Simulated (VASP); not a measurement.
A run of VASP 6.6.1 is set up as follows.

File INCAR:

```
  ALGO = Normal
  EDIFF = 1E-6
  EDIFFG = -0.005
  ENCUT = 600
  GGA = PE
  IBRION = 2
  ISIF = 3
  ISMEAR = -1
  LASPH = True
  LCHARG = False
  LREAL = False
  LWAVE = False
  NELM = 100
  NSW = 70
  PREC = Accurate
  SIGMA = 0.05
```

KPOINTS

```
k-points
0
Gamma
  14 14 11
```

Contents of POSCAR:

```
AgB2
1.0
    3.0000000000      0.0000000000      0.0000000000
   -1.5000000000      2.5980762114      0.0000000000
    0.0000000000      0.0000000000      3.2400000000
Ag B
1 2
Direct
    0.0000000000      0.0000000000      0.0000000000
    0.3333333333      0.6666666667      0.5000000000
    0.6666666667      0.3333333333      0.5000000000
```

Potentials or basis: VASP PAW PBE potentials, release 64 (Ag, B).

Command:

```bash
$ cat potpaw_PBE.64/Ag/POTCAR potpaw_PBE.64/B/POTCAR > POTCAR
$ mpirun -np 1 vasp_std > vasp.out
```

Problem. What does it give for the relaxed volume?

Solution. 10.69 Å³/atom.

Problem. Predict the relaxed cell.

Solution. a = 3.021 Å, b = 3.021 Å, c = 4.059 Å, α = 90.00°, β = 90.00°, γ = 120.00°.

Problem. Estimate the band gap on the k mesh.

Solution. Zero (an odd number of electrons rules out a gap without spin polarisation).

Problem. Predict the space group after relaxing (to 0.1 Å).

Solution. P6/mmm (No. 191).

Final structure:
```
CELL_PARAMETERS angstrom
3.02097 0.00000 0.00000
-1.51048 2.61623 0.00000
0.00000 0.00000 4.05945
ATOMIC_POSITIONS crystal
Ag 0.00000 0.00000 0.00000
B 0.33333 0.66667 0.50000
B 0.66667 0.33333 0.50000
```

Caveat: the volume moved by over 15 % at a fixed basis, so the end points are rough. Zero-point motion and thermal expansion aren't in these numbers.
